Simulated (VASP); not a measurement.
Input of a VASP 6.6.1 run:

Contents of POSCAR:

```
BeS
1.0
    0.0000000000      2.4099631680      2.4099631680
    2.4099631680      0.0000000000      2.4099631680
    2.4099631680      2.4099631680      0.0000000000
Be S
1 1
Direct
    0.0000000000      0.0000000000      0.0000000000
    0.2500000000      0.2500000000      0.2500000000
```

The input INCAR.step1:

```
SYSTEM = BeS
ALGO = Normal
EDIFF = 1E-5
ENCUT = 520
GGA = PE
ISIF = 2
ISMEAR = 0
LASPH = .TRUE.
LCHARG = .FALSE.
LREAL = .FALSE.
LWAVE = .TRUE.
NBANDS = 11
NELM = 60
PREC = Accurate
SIGMA = 0.01
```

Contents of INCAR.step2:

```
SYSTEM = BeS
ALGO = Normal
EDIFF = 1E-6
ENCUT = 520
GGA = PE
HFSCREEN = 0.2079
ISIF = 2
ISMEAR = 0
ISTART = 1
LASPH = .TRUE.
LCHARG = .FALSE.
LHFCALC = .TRUE.
LREAL = .FALSE.
LWAVE = .FALSE.
NBANDS = 11
NELM = 60
PREC = Accurate
PRECFOCK = Normal
SIGMA = 0.01
```

The input KPOINTS:

```
k-points
0
G
  6 6 6
  0 0 0
```

Potentials or basis: VASP PAW PBE potentials, release 64 (Be, S).

Launch:

```bash
$ cat potpaw_PBE.64/Be/POTCAR potpaw_PBE.64/S/POTCAR > POTCAR
$ cp INCAR.step1 INCAR
$ mpirun -np 1 vasp_std > vasp.out
$ cp INCAR.step2 INCAR
$ mpirun -np 1 vasp_std > vasp.out
```

Task: Estimate the pressure.

Result: 2.0 GPa.

Task: Predict the band gap on the k mesh.

Result: 4.01 eV (least direct gap 6.86 eV).

Caveat: the cell differs from its parent crystal (strain -1.0%); the PAW data sets were made with another functional, which shifts forces and pressure a little. A k mesh can miss the band edges.
